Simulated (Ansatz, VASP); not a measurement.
**Mn: VASP beside Ansatz**

The input INCAR:

```
SYSTEM = Mn
PREC = Accurate
ENCUT = 520
EDIFF = 1E-6
ISMEAR = -1
SIGMA = 0.1
LREAL = .False.
LASPH = .True.
NELM = 100
ALGO = Normal
ISIF = 2
LWAVE = .False.
LCHARG = .False.
GGA = PE
NBANDS = 20
```

KPOINTS

```
Automatic mesh
0
Gamma
  18 18 18
  0 0 0
```

File POSCAR:

```
Mn
1.0
    0.0000000000      2.5714859867      2.5714859867
    2.5714859867      0.0000000000      2.5714859867
    2.5714859867      2.5714859867      0.0000000000
Mn
2
Direct
    0.1250000000      0.1250000000      0.1250000000
    0.8750000000      0.8750000000      0.8750000000
```

Input for Ansatz:

```yaml
crystal:
  lattice:
    - [0.0, 2.5714859867, 2.5714859867]
    - [2.5714859867, 0.0, 2.5714859867]
    - [2.5714859867, 2.5714859867, 0.0]
  atoms:
    - { symbol: Mn, position: [0.125, 0.125, 0.125] }
    - { symbol: Mn, position: [0.875, 0.875, 0.875] }
hamiltonian:
  xc: pbe
  pseudopotentials:
    kind: paw
    azcp:
      Mn: "pseudopotentials/Mn.paw.azcp"
basis:
  ecutwfc: 420
  fft_grid_basis: typed
kpoints:
  mp_grid: { grid: [18, 18, 18], shift: [0, 0, 0] }
magnetization:
  spin_polarized: false
scf:
  occupations: { method: fermi_dirac, width: 0.1 }
output:
  stress: true
```

Alike in both runs: task single point; functional PBE; k mesh 18 × 18 × 18; occupations fermi-dirac, width 0.1 eV; no spin polarisation.

```csv
,VASP,Ansatz
version,VASP 6.6.1,Ansatz 0.2.0
potentials or method,"VASP PAW PBE potentials, release 64 (Mn_pv), cutoff 520 eV","plane waves (420 eV) with PAW, scalar-relativistic"
valence electrons in the cell,26,30
```

VASP gave:

```
pressure (GPa) : -12.6
```

Question: Which values does Ansatz return?

Answer: Pressure (GPa): -12.9.

VASP's potentials hold 26 valence electrons a cell and Ansatz's 30, so a difference there can come from the potentials and not from the codes.
